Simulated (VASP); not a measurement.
# Ge3As2 (P6_3/mmc) in VASP: further runs

Ge3As2 is run at these levels: PBE; tasks: single point, relaxation of cell and atoms.

Everything below comes from runs of VASP 6.6.1. Logs are shortened: lines on timing, memory, paths and dates and some standing lists are left out, and cuts for length are marked.

### Step 1. The cell of the first run

The structure is hexagonal, space group P6_3/mmc (No. 194). The conventional cell has a = 3.888 Å, b = 3.888 Å, c = 17.786 Å, α = 90.00°, β = 90.00°, γ = 120.00°. Within 3.9 Å of Ge (site symmetry -3m) lie 6 As at 2.87 Å and 8 Ge at 3.11 to 3.89 Å. Ge (site symmetry 3m) has 3 As at 2.60 Å and 2 Ge at 2.67 to 3.11 Å within 3.4 Å. Within 3.4 Å of As (site symmetry 3m) lie 6 Ge at 2.60 to 2.87 Å.

### Step 2. Single point, PBE (atoms taken out)

File INCAR:

```
SYSTEM = Ge3As2
PREC = Accurate
ENCUT = 520
EDIFF = 1E-7
ISMEAR = 0
SIGMA = 0.1
LREAL = .FALSE.
LASPH = .TRUE.
NELM = 60
ALGO = Normal
ISIF = 2
LWAVE = .FALSE.
LCHARG = .FALSE.
GGA = PE
NBANDS = 63
```

File KPOINTS:

```
regular mesh
0
G
  6 6 1
  0 0 0
```

File POSCAR:

```
Ge3As2
1.0
    3.8879861285      0.0000000031      0.0000000000
   -1.9439930669      3.3670947553      0.0000000000
    0.0000000000      0.0000000000     17.7857040628
Ge As
6 4
Direct
    0.0000000000      0.0000000000      0.0000000000
    0.0000000000      0.0000000000      0.3250785944
    0.0000000000      0.0000000000      0.6749214056
    0.0000000000      0.0000000000      0.1749214056
    0.0000000000      0.0000000000      0.5000000000
    0.0000000000      0.0000000000      0.8250785944
    0.3333333333      0.6666666667      0.1007966450
    0.3333333333      0.6666666667      0.3992033550
    0.6666666667      0.3333333333      0.6007966450
    0.6666666667      0.3333333333      0.8992033550
```

Potentials or basis: VASP PAW PBE potentials, release 64 (Ge_d, As).

Launch:

```console
cat potpaw_PBE.64/Ge_d/POTCAR potpaw_PBE.64/As/POTCAR > POTCAR
mpirun -np 1 vasp_std > vasp.out
```

OUTCAR:

```text
SYSTEM = Ge3As2
   PREC = Accurate
   ENCUT = 520
   EDIFF = 1E-7
   ISMEAR = 0
   LREAL = .FALSE.
   LASPH = .TRUE.
   NELM = 60
   ISIF = 2
   GGA = PE

 ion  position               nearest neighbor table
   1  0.000  0.000  0.000-   7 2.87  10 2.87   7 2.87  10 2.87  10 2.87   7 2.87
   2  0.000  0.000  0.325-   8 2.60   8 2.60   8 2.60   4 2.67
   3  0.000  0.000  0.675-   9 2.60   9 2.60   9 2.60   6 2.67
   4  0.000  0.000  0.175-   7 2.60   7 2.60   7 2.60   2 2.67
   5  0.000  0.000  0.500-   8 2.87   9 2.87   8 2.87   9 2.87   9 2.87   8 2.87
   6  0.000  0.000  0.825-  10 2.60  10 2.60  10 2.60   3 2.67
   7  0.333  0.667  0.101-   4 2.60   4 2.60   4 2.60   1 2.87   1 2.87   1 2.87
   8  0.333  0.667  0.399-   2 2.60   2 2.60   2 2.60   5 2.87   5 2.87   5 2.87
   9  0.667  0.333  0.601-   3 2.60   3 2.60   3 2.60   5 2.87   5 2.87   5 2.87
  10  0.667  0.333  0.899-   6 2.60   6 2.60   6 2.60   1 2.87   1 2.87   1 2.87

  LATTYP: Found a hexagonal cell.
 ALAT       =     3.8879861285
 C/A-ratio  =     4.5745286827

  Lattice vectors:

 A1 = (   3.8879861285,   0.0000000031,   0.0000000000)
 A2 = (  -1.9439930669,   3.3670947553,   0.0000000000)
 A3 = (   0.0000000000,   0.0000000000,  17.7857040628)

Analysis of symmetry for initial positions (statically):
=====================================================================
 Subroutine PRICEL returns:
 Original cell was already a primitive cell.

 Routine SETGRP: Setting up the symmetry group for a
 hexagonal supercell.

 Subroutine GETGRP returns: Found 24 space group operations
 (whereof 12 operations were pure point group operations)
 out of a pool of 24 trial point group operations.

The static configuration has the point symmetry D_3d.
 The point group associated with its full space group is D_6h.

Analysis of symmetry for dynamics (positions and initial velocities):
=====================================================================
 Subroutine PRICEL returns:
 Original cell was already a primitive cell.

 Routine SETGRP: Setting up the symmetry group for a
 hexagonal supercell.

 Subroutine GETGRP returns: Found 24 space group operations
 (whereof 12 operations were pure point group operations)
 out of a pool of 24 trial point group operations.

The dynamic configuration has the point symmetry D_3d.
 The point group associated with its full space group is D_6h.

 Subroutine INISYM returns: Found 24 space group operations
 (whereof 12 operations are pure point group operations),
 and found     1 'primitive' translations

----------------------------------------------------------------------------------------

                                     Primitive cell

  volume of cell :     232.8365

  direct lattice vectors                    reciprocal lattice vectors
     3.887986129  0.000000003  0.000000000     0.257202564  0.148495970  0.000000000
    -1.943993067  3.367094755  0.000000000    -0.000000000  0.296991939  0.000000000
     0.000000000  0.000000000 17.785704063     0.000000000  0.000000000  0.056224932

  length of vectors
     3.887986129  3.887986128 17.785704063     0.296991939  0.296991939  0.056224932

  position of ions in fractional coordinates (direct lattice)
     0.000000000  0.000000000  0.000000000
     0.000000000  0.000000000  0.325078594
     0.000000000  0.000000000  0.674921406
     0.000000000  0.000000000  0.174921406
     0.000000000  0.000000000  0.500000000
     0.000000000  0.000000000  0.825078594
     0.333333333  0.666666667  0.100796645
     0.333333333  0.666666667  0.399203355
     0.666666667  0.333333333  0.600796645
     0.666666667  0.333333333  0.899203355

  ion indices of the primitive-cell ions
   primitive index   ion index
                 1           1
                 2           2
                 3           3
                 4           4
                 5           5
                 6           6
                 7           7
                 8           8
                 9           9
                10          10

----------------------------------------------------------------------------------------

 KPOINTS: regular mesh

Automatic generation of k-mesh.
 Grid dimensions read from file:
 generate k-points for:    6    6    1

 Generating k-lattice:

  Cartesian coordinates                     Fractional coordinates (reciprocal lattice)
     0.042867094  0.024749328  0.000000000     0.166666667  0.000000000  0.000000000
    -0.000000000  0.049498656  0.000000000     0.000000000  0.166666667  0.000000000
     0.000000000  0.000000000  0.056224932     0.000000000  0.000000000  1.000000000

  Length of vectors
     0.049498656  0.049498656  0.056224932

  Shift w.r.t. Gamma in fractional coordinates (k-lattice)
     0.000000000  0.000000000  0.000000000

 Subroutine IBZKPT returns following result:
 ===========================================

 Found      7 irreducible k-points:

 Following reciprocal coordinates:
            Coordinates               Weight
  0.000000  0.000000  0.000000      1.000000
  0.166667 -0.000000  0.000000      6.000000
  0.333333 -0.000000  0.000000      6.000000
  0.500000 -0.000000  0.000000      3.000000
  0.166667  0.166667  0.000000      6.000000
  0.333333  0.166667  0.000000     12.000000
  0.333333  0.333333  0.000000      2.000000
   k-points           NKPTS =      7   k-points in BZ     NKDIM =      7   number of bands    NBANDS=     63
   number of dos      NEDOS =    301   number of ions     NIONS =     10
   total plane-waves  NPLWV = 126000
   dimension x,y,z NGX =    30 NGY =   30 NGZ =  140
   dimension x,y,z NGXF=    60 NGYF=   60 NGZF=  280
   ions per type =               6   4
   NGX,Y,Z   is equivalent  to a cutoff of  12.83, 12.83, 13.09 a.u.
   NGXF,Y,Z  is equivalent  to a cutoff of  25.66, 25.66, 26.17 a.u.
 SYSTEM =  Ge3As2
   PREC   = accura    normal or accurate (medium, high low for compatibility)
   ISTART =      0    job   : 0-new  1-cont  2-samecut
   ICHARG =      2    charge: 1-file 2-atom 10-const
   ISPIN  =      1    spin polarized calculation?
   LNONCOLLINEAR =      F non collinear calculations
   LSORBIT =      F    spin-orbit coupling
   LASPH  =      T    aspherical Exc in radial PAW
   ENCUT  =  520.0 eV  38.22 Ry    6.18 a.u.   7.23  7.23 33.07*2*pi/ulx,y,z
   NELM   =     60;   NELMIN=  2; NELMDL= -5     # of ELM steps
   EDIFF  = 0.1E-06   stopping-criterion for ELM
   LREAL  =      F    real-space projection
   EDIFFG = 0.1E-05   stopping-criterion for IOM
   NSW    =      0    number of steps for IOM
   IBRION =     -1    ionic relax: 0-MD 1-quasi-New 2-CG
   NFREE  =      0    steps in history (QN), initial steepest desc. (CG)
   ISIF   =      2    stress and relaxation
   ISYM   =      2    0-nonsym 1-usesym 2-fastsym
   POTIM  = 0.5000    time-step for ionic-motion
   TEBEG  =    0.0;   TEEND  =   0.0 temperature during run
   PSTRESS=    0.0 pullay stress
   NELECT =     104.0000    total number of electrons
   NUPDOWN=      -1.0000    fix difference up-down
   EMIN   =  10.00;   EMAX   =-10.00  energy-range for DOS
   EFERMI =   0.00;   METHOD = LEGACY
   ISMEAR =     0;   SIGMA  =   0.10  broadening in eV -4-tet -1-fermi 0-gaus
   EFERMI_NEDOS =   21; number of points for ismear=-14 and -15
   IALGO  =     38    algorithm
   IMIX   =      4    mixing-type and parameters
     AMIX     =   0.40;   BMIX     =  1.00
     AMIX_MAG =   1.60;   BMIX_MAG =  1.00
  volume/ion in A,a.u.               =      23.28       157.13
  Fermi-wavevector in a.u.,A,eV,Ry     =   1.251418  2.364836 21.307348  1.566046
  Thomas-Fermi vector in A             =   2.385366
   LORBIT       =      0    0 simple, 1 ext, 2 COOP (PROOUT), +10 PAW based schemes
   GGA     = PE    functional components
   LHFCALC =     F    Hartree Fock is set to
   AEXX    =    0.0000 exact exchange contribution
   IVDW    =     0    specifies the selected vdW correction
   LEPSILON=     F    determine dielectric tensor
   LRPA    =     F    only Hartree local field effects (RPA)
 non-spin polarized calculation
 Gauss-broadening in eV      SIGMA  =   0.10
  energy-cutoff  :      520.00
  volume of cell :      232.84
 maximum number of plane-waves:      6282
 NGX is ok and might be reduce to    30
   NGX = 15   NGY = 15   NGZ = 67

 number of electron     103.9999905 magnetization

 Free energy of the ion-electron system (eV)
  ---------------------------------------------------
  ext. energy  EPLUGINS =         0.00000000
  ---------------------------------------------------
  free energy    TOTEN  =       -43.91552153 eV

  energy without entropy =      -43.90755585  energy(sigma->0) =      -43.91153869

 E-fermi :   5.0337     XC(G=0):  -9.8210

 val. band max:        4.7839399847   @ k =   0.1667   0.1667   0.0000
 cond. band min:       5.1395602055   @ k =   0.3333  -0.0000   0.0000
 fundamental gap:      0.3556202208
 Fermi energy:         5.0336859213

 k-point     1 :       0.0000    0.0000    0.0000
  band No.  band energies     occupation
      1     -20.2233      2.00000
      2     -20.2072      2.00000
      3     -20.1975      2.00000
      4     -20.1963      2.00000
      5     -20.1963      2.00000
      6     -20.1955      2.00000
[... 55 lines left out ...]
     62       7.3658      0.00000
     63       7.4333      0.00000

 k-point     2 :       0.1667   -0.0000    0.0000
  band No.  band energies     occupation
      1     -20.2225      2.00000
      2     -20.2064      2.00000
      3     -20.1977      2.00000
      4     -20.1968      2.00000
      5     -20.1965      2.00000
      6     -20.1965      2.00000
[... 319 lines left out ...]
     62       8.3259      0.00000
     63       8.4778      0.00000

 k-point     7 :       0.3333    0.3333    0.0000
  band No.  band energies     occupation
      1     -20.2197      2.00000
      2     -20.2034      2.00000
      3     -20.2001      2.00000
      4     -20.2001      2.00000
      5     -20.1990      2.00000
      6     -20.1990      2.00000
[... 55 lines left out ...]
     62       9.3145      0.00000
     63       9.3702      0.00000

------------------------ aborting loop because EDIFF is reached ----------------------------------------

  FORCE on cell =-STRESS in cart. coord.  units (eV):
  Direction    XX          YY          ZZ          XY          YZ          ZX
  --------------------------------------------------------------------------------------
  -------------------------------------------------------------------------------------
  Total        0.5974367      0.5974367      0.5584699      0.0000000     -0.0000000      0.0000000
  in kB        4.1110368      4.1110368      3.8429016      0.0000000     -0.0000000      0.0000000
  external PRESSURE =       4.0216584 kB  Pullay stress =       0.0000000 kB

 VOLUME and BASIS-vectors are now :
 -----------------------------------------------------------------------------
  energy-cutoff  :      520.00
  volume of cell :      232.84
      direct lattice vectors                 reciprocal lattice vectors
     3.887986129  0.000000003  0.000000000     0.257202564  0.148495970  0.000000000
    -1.943993067  3.367094755  0.000000000    -0.000000000  0.296991939  0.000000000
     0.000000000  0.000000000 17.785704063     0.000000000  0.000000000  0.056224932

 POSITION                                       TOTAL-FORCE (eV/Angst)
 -----------------------------------------------------------------------------------
      0.00000      0.00000      0.00000         0.000000      0.000000     -0.000000
      0.00000      0.00000      5.78175        -0.000000     -0.000000     -0.013401
      0.00000      0.00000     12.00395        -0.000000      0.000000      0.013401
      0.00000      0.00000      3.11110         0.000000     -0.000000      0.013401
      0.00000      0.00000      8.89285        -0.000000      0.000000     -0.000000
      0.00000      0.00000     14.67460        -0.000000      0.000000     -0.013401
     -0.00000      2.24473      1.79274         0.000000     -0.000000     -0.007253
     -0.00000      2.24473      7.10011        -0.000000      0.000000      0.007253
      1.94399      1.12236     10.68559         0.000000     -0.000000     -0.007253
      1.94399      1.12236     15.99296         0.000000     -0.000000      0.007253
 -----------------------------------------------------------------------------------
    total drift:                               -0.000000      0.000000      0.000000

  FREE ENERGIE OF THE ION-ELECTRON SYSTEM (eV)
  ---------------------------------------------------
  free  energy   TOTEN  =       -43.9155215312 eV

  energy  without entropy=      -43.9075558525  energy(sigma->0) =      -43.91153869
```

Run time: 4.1 min. Hardware: 1 thread of Intel Xeon 8259CL, shared host; peak memory 0.38 GiB.

What came out:

* Free energy: -43.9155 eV
* Pressure: 0.4 GPa
* Largest force: 0.013 eV/Å
* Band gap on the k mesh: zero (bands 52 and 53 overlap by 1.08 eV)

Forces on the atoms (eV/Å):
```
Ge   0.000  0.000  0.000
Ge   0.000  0.000 -0.013
Ge   0.000  0.000  0.013
Ge   0.000  0.000  0.013
Ge   0.000  0.000  0.000
Ge   0.000  0.000 -0.013
As   0.000  0.000 -0.007
As   0.000  0.000  0.007
As   0.000  0.000 -0.007
As   0.000  0.000  0.007
```

Levels at points of the mesh, in eV from the Fermi level:
| k point | band 49 | band 50 | band 51 | band 52 | band 53 | band 54 | band 55 | band 56 |
| --- | --- | --- | --- | --- | --- | --- | --- | --- |
| (0.00, 0.00, 0.00) | -1.31 | -1.17 | -1.01 | -0.71 | 1.81 | 1.81 | 1.83 | 1.83 |
| (0.50, 0.00, 0.00) | -2.72 | -2.61 | -2.57 | -0.89 | -0.25 | 0.22 | 0.48 | 0.68 |

Caveat: the cell differs from its parent crystal (atoms taken out).

### Step 3. Relaxation of cell and atoms, PBE (atoms taken out)

File INCAR:

```
SYSTEM = Ge3As2
PREC     = Accurate       ! precision mode
ENCUT    = 600            ! plane-wave cutoff, eV
EDIFF    = 1E-7           ! SCF threshold, eV
ISMEAR   = 0              ! smearing method
SIGMA    = 0.1            ! smearing width, eV
LREAL    = .FALSE.        ! projectors in reciprocal space
LASPH    = .TRUE.         ! aspherical terms in the spheres
NELM     = 60             ! most SCF steps
ALGO     = Normal         ! electronic algorithm
ISIF     = 3              ! what is computed and relaxed
LWAVE    = .FALSE.        ! write WAVECAR
LCHARG   = .FALSE.        ! write CHGCAR
GGA      = PE             ! functional
IBRION   = 2              ! ionic algorithm
NSW      = 90             ! ionic steps
EDIFFG   = -0.04          ! ionic threshold
```

File KPOINTS:

```
Automatic mesh
0
G
  6 6 1
  0 0 0
```

File POSCAR:

```
Ge3As2
1.0
    3.5956834500      0.0000000000      0.0000000000
   -1.7978417300      3.1139532100      0.0000000000
    0.0000000000      0.0000000000     16.7199280600
Ge As
6 4
Direct
    0.0000000000      0.0000000000      0.0000000000
    0.0000000000      0.0000000000      0.3333333300
    0.0000000000      0.0000000000      0.6666666700
    0.0000000000      0.0000000000      0.1666666700
    0.0000000000      0.0000000000      0.5000000000
    0.0000000000      0.0000000000      0.8333333300
    0.3333333300      0.6666666700      0.0833333300
    0.3333333300      0.6666666700      0.4166666700
    0.6666666700      0.3333333300      0.5833333300
    0.6666666700      0.3333333300      0.9166666700
```

Potentials or basis: VASP PAW PBE potentials, release 64 (Ge_d, As).

Launch:

```console
cat potpaw_PBE.64/Ge_d/POTCAR potpaw_PBE.64/As/POTCAR > POTCAR
mpirun -np 1 vasp_std > vasp.out
```

Run time: 27 min. Hardware: 1 thread of Intel Xeon 8259CL, shared host; peak memory 0.4 GiB.

It converged, with:

```
Free energy                           : -43.9139 eV
Relaxed volume                        : 23.49 Å³/atom
Relaxed cell                          : a = 3.906 Å, b = 3.906 Å, c = 17.777 Å, α = 90.00°, β = 90.00°, γ = 120.00°
Space group after relaxing (to 0.1 Å) : P6_3/mmc (No. 194)
Energy gained by relaxing             : 396.3 meV/atom
Ionic steps                           : 8
Pressure after relaxing               : -0.1 GPa
Largest force after relaxing          : 0.034 eV/Å
Band gap on the k mesh                : zero (bands 52 and 53 overlap by 1.05 eV)
```

Forces on the atoms (eV/Å):
```
Ge   0.000  0.000  0.000
Ge   0.000  0.000  0.034
Ge   0.000  0.000 -0.034
Ge   0.000  0.000 -0.034
Ge   0.000  0.000  0.000
Ge   0.000  0.000  0.034
As   0.000  0.000 -0.002
As   0.000  0.000  0.002
As   0.000  0.000 -0.002
As   0.000  0.000  0.002
```

Stress tensor (GPa, compression positive):
```
-0.18  0.00  0.00
 0.00 -0.18  0.00
 0.00  0.00  0.12
```

Step by step:
```
step  energy change (eV)  largest force (eV/Å)  pressure (GPa)  volume (Å³)
   1              0.0000                2.2515           22.86       187.21
   2             -2.5890                1.0372           -6.17       269.29
   3             -3.3290                1.1671           -0.34       237.07
   4             -3.5624                0.8855           -0.42       237.91
   5             -3.7912                0.4882           -0.35       239.59
   6             -3.7963                0.5964           -0.28       239.89
   7             -3.8845                0.4433           -0.31       238.25
   8             -3.9633                0.0344           -0.08       234.87
```

Final structure:
```
CELL_PARAMETERS angstrom
3.90584 0.00000 0.00000
-1.95292 3.38256 0.00000
0.00000 0.00000 17.77707
ATOMIC_POSITIONS crystal
Ge 0.00000 0.00000 0.00000
Ge 0.00000 0.00000 0.32498
Ge 0.00000 0.00000 0.67502
Ge 0.00000 0.00000 0.17502
Ge 0.00000 0.00000 0.50000
Ge 0.00000 0.00000 0.82498
As 0.33333 0.66667 0.10096
As 0.33333 0.66667 0.39904
As 0.66667 0.33333 0.60096
As 0.66667 0.33333 0.89904
```

Levels at points of the mesh, in eV from the Fermi level:
| k point | band 50 | band 51 | band 52 | band 53 | band 54 | band 55 |
| --- | --- | --- | --- | --- | --- | --- |
| (0.00, 0.00, 0.00) | -1.20 | -1.06 | -0.78 | 1.77 | 1.77 | 1.80 |
| (0.50, 0.00, 0.00) | -2.60 | -2.55 | -0.90 | -0.25 | 0.22 | 0.47 |

Caveat: the k points lie up to 0.35 Å⁻¹ apart in the final cell, too coarse for converged energies and pressures of a metal; the cell differs from its parent crystal (atoms taken out); the volume moved by over 15 % at a fixed basis, so the end points are rough.
